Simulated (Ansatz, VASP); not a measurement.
## One calculation of PtSe, two programs

```
Pt Se
1.0
     0.00000    2.79841    2.79841
     5.59682    2.79841    2.79841
     5.59682    5.59682    0.00000
Pt Se
2 2
Direct
  0.50000 0.50000 0.00000
  0.50000 0.50000 0.50000
  0.00000 0.00000 0.00000
  0.00000 0.00000 0.50000
```

Alike in both runs: task single point; functional LDA; k mesh 6 × 6 × 6; occupations gaussian, width 0.05 eV; collinear spin; Hubbard terms Pt d U = 2.0 eV.

|  | VASP | Ansatz |
| --- | --- | --- |
| version | VASP 6.6.1 | Ansatz 0.2.0 |
| potentials or method | VASP PAW LDA potentials, release 64 (Pt, Se), cutoff 520 eV | scalar-relativistic, plane waves, PAW |
| valence electrons in the cell | 32 | 68 |

|  | VASP | Ansatz | Ansatz less VASP |
| --- | --- | --- | --- |
| gap on the k mesh at the Fermi level (eV) | none | none | - |
| pressure (GPa) | -21.6 | -20.9 | +0.67 |
| net moment per atom (μB) | 0.00 | 0.00 | 0.000 |

LDA's correlation is that of Perdew and Zunger in VASP and of Perdew and Wang (1992) in Ansatz. The programs project onto different local orbitals, so the same U acts differently, and such runs can settle in different states. A gap of «none» marks a metal or a gap that the smearing closes. VASP's potentials hold 32 valence electrons a cell and Ansatz's 68, so a difference there can come from the potentials and not from the codes. Ansatz's warnings: filled band counts differ across k points, seeded moment not kept, specified occupation not kept, symmetry narrowed by occupation matrices.

Neither program's run includes spin-orbit coupling.
